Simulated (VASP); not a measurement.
Write the native input for VASP 6.6.1 that does the following.

* Task: single point
* Functional: PBE
* Potentials or basis: VASP PAW PBE potentials, release 64 (Ga_d, P)
* Cutoff: 500 eV
* k mesh: 8 × 8 × 8
* Occupations: gaussian, width 0.02 eV
* Spin: no spin polarisation
* Dipole correction: no
* Further INCAR settings: ALGO = Normal; EDIFF = 1e-06; NBANDS = 16

The structure of GaP (ae) lies in POSCAR:

```
GaP
1.0
    0.0000000000      2.6677812557      2.6677812557
    2.6677812557      0.0000000000      2.6677812557
    2.6677812557      2.6677812557      0.0000000000
Ga P
1 1
Direct
    0.0000000000      0.0000000000      0.0000000000
    0.2500000000      0.2500000000      0.2500000000
```

This cell differs from its parent crystal: volume scaled by 0.91.

One way to write it, as run:

INCAR

```
PREC = Accurate
ENCUT = 500
EDIFF = 1E-6
ISMEAR = 0
SIGMA = 0.02
LREAL = False
LASPH = True
NELM = 120
ALGO = Normal
ISIF = 2
LWAVE = False
LCHARG = False
GGA = PE
NBANDS = 16
GGA_COMPAT = False
```

KPOINTS

```
regular mesh
0
Gamma
  8 8 8
```

Potentials or basis: VASP PAW PBE potentials, release 64 (Ga_d, P).

Launch:

```sh
$ cat potpaw_PBE.64/Ga_d/POTCAR potpaw_PBE.64/P/POTCAR > POTCAR
$ mpirun -np 1 vasp_std > vasp.out
```

Results of the run:

The pressure is 8.8 GPa and the band gap on the k mesh is 1.51 eV, indirect (least direct gap 2.36 eV).

Run time: 13 s on 1 thread of Intel Xeon 6975P-C, on a shared host, peak memory 0.16 GiB.
